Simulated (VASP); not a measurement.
SnO, 2 atoms in the cell. It takes space group Pm-3m (No. 221, cubic). Conventional cell: a = 2.501 Å, b = 2.501 Å, c = 2.501 Å, α = 90.00°, β = 90.00°, γ = 90.00°. Sn (site symmetry m-3m) has 8 O at 2.17 Å and 6 Sn at 2.50 Å within 2.9 Å. O (site symmetry m-3m) has 8 Sn at 2.17 Å and 6 O at 2.50 Å within 2.9 Å. 

- Program: VASP 6.6.1
- Task: relaxation of cell and atoms
- Functional: PBE
- Potentials or basis: VASP PAW PBE potentials, release 64 (Sn_d, O_h)
- Cutoff: 1340 eV
- k mesh: 10 × 10 × 10
- Occupations: fermi-dirac, width 0.02 eV
- Spin: no spin polarisation
- Dipole correction: no
- Further INCAR settings: ALGO = Normal; EDIFF = 1e-07; IBRION = 2; EDIFFG = -0.005; NSW = 80; ISIF = 3

Potentials or basis: VASP PAW PBE potentials, release 64 (Sn_d, O_h).

Command:

```sh
$ cat potpaw_PBE.64/Sn_d/POTCAR potpaw_PBE.64/O_h/POTCAR > POTCAR
$ mpirun -np 1 vasp_std > vasp.out
```

Hardware: 1 thread of AMD EPYC 7R13 Processor (Zen 3), with other jobs on the host.

Problem. Estimate the wall time of this run.

Solution. Wall time 3.8 min on 1 thread of AMD EPYC 7R13 Processor (Zen 3), on a shared host, peak memory 0.19 GiB. Counts: scf iterations 84, k points 56, ion steps 7.
